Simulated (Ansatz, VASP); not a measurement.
AlN in VASP and in Ansatz

INCAR

```
SYSTEM = AlN
  PREC = Accurate
  ENCUT = 520
  EDIFF = 1E-6
  ISMEAR = 0
  SIGMA = 0.028000000000000004
  LREAL = .FALSE.
  LASPH = .TRUE.
  NELM = 100
  ALGO = Normal
  ISIF = 2
  LWAVE = .FALSE.
  LCHARG = .TRUE.
  GGA = PE
  LELF = .TRUE.
  LVHAR = .TRUE.
  NBANDS = 11
```

The input KPOINTS:

```
Automatic mesh
0
G
  11 11 11
  0 0 0
```

File POSCAR:

```
AlN
1.0
    0.0000000000      2.0345180000      2.0345180000
    2.0345180000      0.0000000000      2.0345180000
    2.0345180000      2.0345180000      0.0000000000
Al N
1 1
Direct
    0.5000000000      0.5000000000      0.5000000000
    0.0000000000      0.0000000000      0.0000000000
```

Contents of input.yaml:

```yaml
crystal:
  lattice:
    - [0.0, 2.034518, 2.034518]
    - [2.034518, 0.0, 2.034518]
    - [2.034518, 2.034518, 0.0]
  atoms:
    - { symbol: Al, position: [0.5, 0.5, 0.5] }
    - { symbol: "N", position: [0.0, 0.0, 0.0] }
hamiltonian:
  xc: pbe
  pseudopotentials: { kind: paw }
kpoints:
  mp_grid: { grid: [11, 11, 11] }
scf:
  occupations: { method: gaussian, width: 0.028 }
output:
  forces: true
  stress: true
  eigenvalues: true
  write_density: true
  write_potential: true
  elf: true
  volumetric_format: npy
```

Alike in both runs: task single point; functional PBE; k mesh 11 × 11 × 11; occupations gaussian, width 0.028 eV; no spin polarisation.

|  | VASP | Ansatz |
| --- | --- | --- |
| version | VASP 6.6.1 | Ansatz 0.2.0 |
| potentials or method | VASP PAW PBE potentials, release 64 (Al, N) | Ansatz PAW |
| plane-wave cutoff (eV) | 520 | 420 |
| valence electrons in the cell | 8 | 8 |

Ansatz gave:

| Quantity | Value |
| --- | --- |
| gap on the k mesh at the Fermi level (eV) | 4.58 |
| least direct gap on the mesh (eV) | 5.40 |
| pressure (GPa) | 0.3 |

**Question.** Which values does VASP return?

**Answer.** gap on the k mesh at the Fermi level (eV): 4.55; least direct gap on the mesh (eV): 5.41; pressure (GPa): 0.0.

Noted on Ansatz's run: odd divisions of the mesh miss points on the zone boundary, where band edges often lie, so the gap on the mesh can be too wide.
